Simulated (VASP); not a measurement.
A run of VASP 6.6.1:

File INCAR:

```
SYSTEM = TaGa3
PREC = Accurate
ENCUT = 520
EDIFF = 1E-7
ISMEAR = -1
SIGMA = 0.1
LREAL = .False.
LASPH = .True.
NELM = 80
ALGO = Normal
ISIF = 2
LWAVE = .False.
LCHARG = .False.
GGA = PS
NBANDS = 33
```

KPOINTS

```
Automatic mesh
0
Gamma
  8 8 8
  0 0 0
```

The input POSCAR:

```
TaGa3
1.0
   -1.8950000000      1.8950000000      4.4700000000
    1.8950000000     -1.8950000000      4.4700000000
    1.8950000000      1.8950000000     -4.4700000000
Ta Ga
1 3
Direct
    0.0000000000      0.0000000000      0.0000000000
    0.5000000000      0.5000000000      0.0000000000
    0.7500000000      0.2500000000      0.5000000000
    0.2500000000      0.7500000000      0.5000000000
```

Potentials or basis: VASP PAW PBE potentials, release 64 (Ta_pv, Ga_d).

Launch:

```sh
$ cat potpaw_PBE.64/Ta_pv/POTCAR potpaw_PBE.64/Ga_d/POTCAR > POTCAR
$ mpirun -np 1 vasp_std > vasp.out
```

Hardware: 1 thread of Intel Xeon 8259CL, on a shared host.

Question: Estimate the wall time of this run.

Answer: Wall time 6.1 min on 1 thread of Intel Xeon 8259CL (shared host), peak memory 0.31 GiB. Counts: scf iterations 15, k points 59.
